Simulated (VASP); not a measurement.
Here is a VASP 6.6.1 calculation.

Contents of INCAR:

```
SYSTEM = ZrTa3N4
PREC     = Accurate       ! precision mode
ENCUT    = 520            ! plane-wave cutoff, eV
EDIFF    = 1E-6           ! SCF threshold, eV
ISMEAR   = 0              ! smearing method
SIGMA    = 0.15           ! smearing width, eV
LREAL    = .FALSE.        ! projectors in reciprocal space
LASPH    = .TRUE.         ! aspherical terms in the spheres
NELM     = 60             ! most SCF steps
ALGO     = Normal         ! electronic algorithm
ISIF     = 2              ! what is computed and relaxed
LWAVE    = .FALSE.        ! write WAVECAR
LCHARG   = .TRUE.         ! write CHGCAR
GGA      = PE             ! functional
LELF     = .TRUE.         ! ELF
LVHAR    = .TRUE.       
NBANDS   = 42             ! bands
```

KPOINTS

```
Automatic mesh
0
G
  4 3 2
  0 0 0
```

POSCAR

```
ZrTa3N4
1.0
    3.1445497128      0.0000000000      0.0000000000
    0.0000000000      4.4844758753      0.0000000000
    0.0000000000      0.0000000000      6.2890522245
Zr Ta N
1 3 4
Direct
    0.0000000000      0.0000000000      0.0000000000
    0.5000000000      0.5000000000      0.2555745789
    0.0000000000      0.0000000000      0.5000000000
    0.5000000000      0.5000000000      0.7444254211
    0.0000000000      0.5000000000      0.5000000000
    0.5000000000      0.0000000000      0.7417497255
    0.0000000000      0.5000000000      0.0000000000
    0.5000000000      0.0000000000      0.2582502745
```

Potentials or basis: VASP PAW PBE potentials, release 64 (Zr_sv, Ta_pv, N).

Command:

```console
$ cat potpaw_PBE.64/Zr_sv/POTCAR potpaw_PBE.64/Ta_pv/POTCAR potpaw_PBE.64/N/POTCAR > POTCAR
$ mpirun -np 1 vasp_std > vasp.out
```

Q: Estimate the largest force.

A: 0.078 eV/Å.

Q: What does it give for the pressure?

A: 0.2 GPa.

Forces in eV/Å, atoms in the order of the input:
```
Zr   0.000  0.000  0.000
Ta   0.000  0.000 -0.044
Ta   0.000  0.000  0.000
Ta   0.000  0.000  0.044
N    0.000  0.000  0.000
N    0.000  0.000  0.078
N    0.000  0.000  0.000
N    0.000  0.000 -0.078
```

Caveat: the k points lie up to 0.50 Å⁻¹ apart.
